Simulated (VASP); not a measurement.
Crystal: Si3Ge.

```
Si Ge
1.0
     2.69292    0.00000    0.00000
    -1.34646    2.33214    0.00000
     0.00000    0.00000   10.27162
Si Ge
3 1
Direct
  0.00000 0.00000 0.50000
  0.00000 0.00000 0.74218
  0.00000 0.00000 0.25782
  0.00000 0.00000 0.00000
```

- Program: VASP 6.6.1
- Task: relaxation of cell and atoms
- Functional: PBE
- Potentials or basis: VASP PAW PBE potentials, release 64 (Si, Ge_d)
- Cutoff: 600 eV
- k mesh: 21 × 21 × 6
- Occupations: gaussian, width 0.1 eV
- Spin: no spin polarisation

At the start: pressure -1.0 GPa; volume 16.13 Å³/atom.

**Question.** How do energy, volume and symmetry change on relaxing?

**Answer.** Over 13 steps the energy falls by 5.3 meV/atom; space group P6/mmm (No. 191, to 0.05 Å).

The path:
```csv
step,energy change (eV),largest force (eV/Å),pressure (GPa),volume (Å³)
1,0.0000,0.0291,-1.00,64.51
2,-0.0126,0.1598,1.60,63.55
3,-0.0175,0.1019,1.03,63.89
4,-0.0175,0.1055,1.05,63.87
5,-0.0200,0.0764,-0.03,64.65
6,-0.0203,0.0831,0.09,64.46
7,-0.0203,0.0841,0.31,64.44
8,-0.0203,0.0836,0.12,64.45
9,-0.0210,0.0332,-0.09,64.62
10,-0.0210,0.0336,-0.11,64.62
11,-0.0212,0.0194,0.02,64.56
12,-0.0212,0.0140,0.05,64.54
13,-0.0213,0.0032,0.09,64.50
```

Final structure:
```xyz
4
Lattice="2.7143 0.0000 0.0000 -1.3571 2.3507 0.0000 0.0000 0.0000 10.1084" Properties=species:S:1:pos:R:3 pbc="T T T"
Si    2.7143    0.0000    5.0542
Si    0.0000    0.0000    7.5155
Si    0.0000    0.0000    2.5928
Ge    2.7143    0.0000   10.1084
```
